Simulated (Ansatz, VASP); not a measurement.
## WAu: VASP beside Ansatz

Contents of POSCAR:

```
WAu
1.0
    0.0000000000      2.9092100000      2.9092100000
    2.9092100000      0.0000000000      2.9092100000
    2.9092100000      2.9092100000      0.0000000000
W Au
1 1
Direct
    0.0000000000      0.0000000000      0.0000000000
    0.7500000000      0.7500000000      0.7500000000
```

Contents of INCAR.step1:

```
SYSTEM = WAu
ALGO = Normal
EDIFF = 1E-4
ENCUT = 520
GGA = PE
ISMEAR = -1
LASPH = .True.
LCHARG = .False.
LREAL = .False.
LWAVE = .True.
NBANDS = 20
NELM = 60
PREC = Accurate
SIGMA = 0.05
```

The input INCAR.step2:

```
SYSTEM = WAu
ALGO = Normal
EDIFF = 1E-7
ENCUT = 520
ISIF = 2
ISMEAR = -1
ISTART = 1
LASPH = .True.
LCHARG = .False.
LMIXTAU = .True.
LREAL = .False.
LWAVE = .False.
METAGGA = R2SCAN
NBANDS = 20
NELM = 60
PREC = Accurate
SIGMA = 0.05
```

KPOINTS

```
k-points
0
Gamma
  8 8 8
  0 0 0
```

File input.yaml:

```yaml
crystal:
  lattice:
    - [0.0, 2.90921, 2.90921]
    - [2.90921, 0.0, 2.90921]
    - [2.90921, 2.90921, 0.0]
  atoms:
    - { symbol: W, position: [0.0, 0.0, 0.0] }
    - { symbol: Au, position: [0.75, 0.75, 0.75] }
hamiltonian:
  xc: r2scan
  pseudopotentials: { kind: paw }
kpoints:
  mp_grid: { grid: [8, 8, 8] }
  band_path:
    path:
      - [[0.0, 0.0, 0.0], [0.5, 0.0, 0.5], [0.5, 0.25, 0.75], [0.375, 0.375, 0.75], [0.0, 0.0, 0.0], [0.5, 0.5, 0.5], [0.625, 0.25, 0.625], [0.5, 0.25, 0.75], [0.5, 0.5, 0.5], [0.375, 0.375, 0.75]]
      - [[0.625, 0.25, 0.625], [0.5, 0.0, 0.5]]
    npoints: 14
scf:
  occupations: { method: fermi_dirac, width: 0.05 }
  n_extra_bands: 6
output:
  forces: true
  stress: true
  eigenvalues: true
  fatbands: true
```

Alike in both runs: functional r2SCAN; k mesh 8 × 8 × 8; occupations fermi-dirac, width 0.05 eV; no spin polarisation.

|  | VASP | Ansatz |
| --- | --- | --- |
| version | VASP 6.6.1 | Ansatz 0.2.0 |
| potentials or method | VASP PAW PBE potentials, release 64 (W_sv, Au) | Ansatz PAW |
| plane-wave cutoff (eV) | 520 | 500 |
| valence electrons in the cell | 25 | 33 |
| task | single point | band structure |

Ansatz gave:

```
gap on the k mesh at the Fermi level (eV) : none
pressure (GPa)                            : -3.3
```

Problem. Estimate VASP's values.

Solution. gap on the k mesh at the Fermi level (eV): none; pressure (GPa): -2.9.

VASP's potentials were made for PBE, not for r2SCAN. A gap of «none» marks a metal or a gap that the smearing closes. VASP's potentials hold 25 valence electrons a cell and Ansatz's 33, so a difference there can come from the potentials and not from the codes.

Neither program's run includes spin-orbit coupling.
